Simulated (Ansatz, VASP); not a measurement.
**One calculation of ZnO, two programs**

```
Zn O
1.0
     3.23047    0.00000    0.00000
    -1.61524    2.79767    0.00000
     0.00000    0.00000    5.00551
Zn O
2 2
Direct
  0.66667 0.33333 0.49465
  0.33333 0.66667 0.99465
  0.66667 0.33333 0.88566
  0.33333 0.66667 0.38566
```

Alike in both runs: task single point; functional PBEsol; k mesh 12 × 12 × 6; occupations gaussian, width 0.02 eV; no spin polarisation.

|  | VASP | Ansatz |
| --- | --- | --- |
| version | VASP 6.6.1 | Ansatz 0.2.0 |
| potentials or method | VASP PAW PBE potentials, release 64 (Zn, O_h), cutoff 910 eV | scalar-relativistic, plane waves, PAW |
| valence electrons in the cell | 36 | 36 |

```csv
,VASP,Ansatz,Ansatz less VASP
gap on the k mesh at the Fermi level (eV),0.80,0.81,+0.011
least direct gap on the mesh (eV),0.80,0.81,+0.011
rms of the force components (eV/Å),0.003,0.000,-0.0035
```

VASP's potentials were made for PBE, not for PBEsol. Atom by atom the forces differ by 0.004 eV/Å (rms over components). With one functional, cell and mesh, what is left measures potentials, basis and numerics.

Noted on VASP's run: the cutoff is short for stress, so the pressure is rough.
